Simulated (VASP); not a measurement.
SiSn5:

```
Si Sn
1.0
    10.46681    0.00000    0.00000
    -5.23340    9.06452    0.00000
     0.00000    0.00000    2.79570
Si Sn
1 5
Direct
  0.00000 0.00000 0.50000
  0.33333 0.66667 0.50000
  0.66667 0.33333 0.50000
  0.50000 0.00000 0.50000
  0.00000 0.50000 0.50000
  0.50000 0.50000 0.50000
```

The cell was built from a structure type or drawn by symmetry, and may not be a known phase.

* Program: VASP 6.6.1
* Task: relaxation of cell and atoms
* Functional: PBE
* Potentials or basis: VASP PAW PBE potentials, release 64 (Si, Sn_d)
* Cutoff: 600 eV
* k mesh: 3 × 3 × 6
* Occupations: gaussian, width 0.1 eV
* Spin: no spin polarisation

At the start: pressure 1.0 GPa; volume 44.21 Å³/atom.

Q: Where does the relaxation end?

A: Over 9 steps the energy falls by 45.3 meV/atom and the volume is 43.76 Å³/atom (-1.0 %); space group P6/mmm (No. 191, to 0.1 Å) before and after.

Step by step:
| step | energy change (eV) | largest force (eV/Å) | pressure (GPa) | volume (Å³) |
| --- | --- | --- | --- | --- |
| 1 | 0.0000 | 0.0000 | 1.01 | 265.25 |
| 2 | -0.2353 | 0.0000 | -0.89 | 275.58 |
| 3 | -0.2420 | 0.0000 | -0.72 | 274.24 |
| 4 | -0.2431 | 0.0000 | -0.65 | 273.76 |
| 5 | -0.2432 | 0.0000 | -0.60 | 273.42 |
| 6 | -0.2635 | 0.0000 | -0.22 | 267.44 |
| 7 | -0.2689 | 0.0000 | 0.11 | 262.75 |
| 8 | -0.2689 | 0.0000 | 0.14 | 262.42 |
| 9 | -0.2719 | 0.0000 | 0.04 | 262.53 |

Final structure:
```
CELL_PARAMETERS angstrom
10.12789 0.00000 0.00000
-5.06395 8.77101 0.00000
0.00000 0.00000 2.95540
ATOMIC_POSITIONS crystal
Si 0.00000 0.00000 0.50000
Sn 0.33333 0.66667 0.50000
Sn 0.66667 0.33333 0.50000
Sn 0.50000 0.00000 0.50000
Sn 0.00000 0.50000 0.50000
Sn 0.50000 0.50000 0.50000
```

Caveat: the k points lie up to 0.35 Å⁻¹ apart in the final cell, too coarse for converged energies and pressures of a metal.
